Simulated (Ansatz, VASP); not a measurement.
CoO: VASP beside Ansatz

```
Co O
1.0
     0.00000    2.26815    2.26815
     2.26815    0.00000    2.26815
     2.26815    2.26815    0.00000
Co O
1 1
Cartesian
  0.0000 0.0000 0.0000
  1.1341 1.1341 1.1341
```

Change from the starting cell: volume scaled by 1.025, PAW files.

Alike in both runs: task electric field gradients; functional PBE; k mesh 13 × 13 × 13; occupations fermi-dirac, width 0.05 eV; collinear spin.

```csv
,VASP,Ansatz
version,VASP 6.6.1,Ansatz 0.2.0
potentials or method,"VASP PAW PBE potentials, release 64 (Co, O)","PAW with Ansatz's default frozen-core files, scalar-relativistic"
plane-wave cutoff (eV),520,420
valence electrons in the cell,15,23
```

```tsv
	VASP	Ansatz	Ansatz less VASP
pressure (GPa)	-3.0	-2.9	+0.13
net moment per atom (μB)	1.41	1.42	+0.009
size of the moment on the site where the two differ most (μB)	2.42	2.28	-0.140
```

Site moments also hang on the region over which each program counts them. The functional is the same, so the differences come from potentials, cutoffs and numerics. VASP's potentials hold 15 valence electrons a cell and Ansatz's 23, so a difference there can come from the potentials and not from the codes.
